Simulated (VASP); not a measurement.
Input of a VASP 6.6.1 run:

INCAR

```
ALGO = Normal
EDIFF = 1E-8
ENCUT = 520
ISIF = 2
ISMEAR = -1
LASPH = T
LCHARG = F
LEFG = T
LREAL = F
LWAVE = F
NBANDS = 15
NELM = 80
PREC = Accurate
SIGMA = 0.02
```

File KPOINTS:

```
k-points
0
Gamma
  12 12 10
```

Contents of POSCAR:

```
TaN
1.0
    2.9379988584      0.0000000000      0.0000000000
   -1.4689994292      2.5443816477      0.0000000000
    0.0000000000      0.0000000000      2.8830000000
Ta N
1 1
Direct
    0.3333333333      0.6666666667      0.5000000000
    0.0000000000      0.0000000000      0.0000000000
```

Potentials or basis: VASP PAW LDA potentials, release 64 (Ta_pv, N).

Run with:

```console
$ cat potpaw_LDA.64/Ta_pv/POTCAR potpaw_LDA.64/N/POTCAR > POTCAR
$ mpirun -np 1 vasp_std > vasp.out
```

Question: Predict the band gap on the k mesh.

Answer: Zero (bands 8 and 9 overlap by 0.49 eV).

Question: Estimate the pressure.

Answer: -9.8 GPa.

Electric field gradients, principal values (V/Å²):
| atom | least | middle | greatest (by size) |
| --- | --- | --- | --- |
| 1 Ta | -9.115 | -9.116 | 18.231 |
| 2 N | 0.003 | 0.004 | -0.007 |

Caveat: the cell stands under tension; without QUAD_EFG the Cq values of the log hold for a quadrupole moment of 1 mb, not for the nuclei; spin-orbit coupling is left out, which moves the levels of the heavy elements.
